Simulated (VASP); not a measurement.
HgTe: single point with r2SCAN

HgTe:

```xyz
4
Lattice="2.9925 -3.4669 0.0000 2.9925 3.4669 0.0000 0.0000 0.0000 5.7982" Properties=species:S:1:pos:R:3 pbc="T T T"
Hg    2.9925   -1.0883    1.4495
Hg    2.9925    1.0883    4.3486
Te    2.9925    1.9748    1.4495
Te    2.9925   -1.9748    4.3486
```

```
Program                : VASP 6.6.1
Task                   : single point
Functional             : r2SCAN
Potentials or basis    : VASP PAW PBE potentials, release 64 (Hg, Te)
Cutoff                 : 520 eV
k mesh                 : 4 × 4 × 3
Occupations            : fermi-dirac, width 0.05 eV
Spin                   : no spin polarisation
Dipole correction      : no
Further INCAR settings : ALGO = Normal; EDIFF = 1e-06; NBANDS = 26
```

```json
{
  "Pressure": "-1.0 GPa",
  "Largest force": "0.068 eV/Å",
  "Band gap on the k mesh": "zero (bands 18 and 19 overlap by 1.83 eV)"
}
```

Forces in eV/Å, atoms in the order of the input:
```
Hg   0.000 -0.016  0.000
Hg   0.000  0.016  0.000
Te   0.000  0.068  0.000
Te   0.000 -0.068  0.000
```

Stress tensor (GPa, compression positive):
```
-1.06  0.00  0.00
 0.00 -0.43  0.00
 0.00  0.00 -1.38
```

Levels at points of the mesh, in eV from the Fermi level:
| k point | band 14 | band 15 | band 16 | band 17 | band 18 | band 19 | band 20 | band 21 | band 22 | band 23 |
| --- | --- | --- | --- | --- | --- | --- | --- | --- | --- | --- |
| (0.00, 0.00, 0.00) | -2.57 | -2.56 | -2.55 | -1.03 | -0.40 | -0.22 | -0.13 | 4.47 | 5.55 | 6.64 |
| (0.50, 0.00, 0.00) | -3.84 | -2.42 | -1.95 | -0.89 | -0.53 | 1.63 | 2.71 | 3.28 | 5.00 | 5.43 |
| (0.50, 0.50, 0.00) | -4.09 | -2.11 | -1.88 | -1.80 | -1.77 | -1.66 | -1.33 | 3.63 | 5.71 | 7.48 |

Wall time 120 s on 1 thread of Intel(R) Xeon(R) Platinum 8375C CPU @ 2.90GHz (Ice Lake) (shared host), peak memory 0.26 GiB.

Caveat: the k points lie up to 0.36 Å⁻¹ apart, too coarse for converged energies and pressures of a metal; the PAW data sets were made with another functional, which shifts forces and pressure a little; spin-orbit coupling is left out, which moves the levels of the heavy elements.
